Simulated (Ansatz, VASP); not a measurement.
Mn: VASP beside Ansatz

```xyz
2
Lattice="2.4836 0.0000 0.0000 -1.2418 2.1509 0.0000 0.0000 0.0000 4.0262" Properties=species:S:1:pos:R:3 pbc="T T T"
Mn    0.0000    1.4339    1.0065
Mn    1.2418    0.7170    3.0196
```

Alike in both runs: task single point; functional PBE; k mesh 10 × 10 × 6; occupations fermi-dirac, width 0.05 eV; collinear spin; fixed moment 12 μB.

```csv
,VASP,Ansatz
version,VASP 6.6.1,Ansatz 0.2.0
potentials or method,"VASP PAW PBE potentials, release 64 (Mn_pv)",Ansatz PAW
plane-wave cutoff (eV),520,420
valence electrons in the cell,26,30
```

```tsv
	VASP	Ansatz	Ansatz less VASP
net moment per atom (μB)	6.00	6.00	0.000
size of the moment on the site where the two differ most (μB)	5.39	5.00	-0.384
```

Site moments also hang on the region over which each program counts them. VASP's potentials hold 26 valence electrons a cell and Ansatz's 30, so a difference there can come from the potentials and not from the codes.
